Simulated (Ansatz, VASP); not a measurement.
TiPt3: VASP beside Ansatz

```xyz
4
Lattice="3.9483 0.0000 0.0000 0.0000 3.9483 0.0000 0.0000 0.0000 3.9483" Properties=species:S:1:pos:R:3 pbc="T T T"
Ti    0.0000    0.0000    0.0000
Pt    0.0000    1.9741    1.9741
Pt    1.9741    0.0000    1.9741
Pt    1.9741    1.9741    0.0000
```

Change from the starting cell: volume scaled by 1.04.

Alike in both runs: task single point; functional PBEsol; k mesh 9 × 9 × 9; occupations fermi-dirac, width 0.05 eV; no spin polarisation.

```csv
,VASP,Ansatz
version,VASP 6.6.1,Ansatz 0.2.0
potentials or method,"VASP PAW PBE potentials, release 64 (Ti_sv, Pt), cutoff 520 eV","all-electron LAPW, scalar-relativistic"
```

|  | VASP | Ansatz | Ansatz less VASP |
| --- | --- | --- | --- |
| pressure (GPa) | -9.3 | -9.0 | +0.25 |

VASP's potentials were made for PBE, not for PBEsol. Ansatz ran all-electron here, and VASP with PAW potentials.

Neither program's run includes spin-orbit coupling.
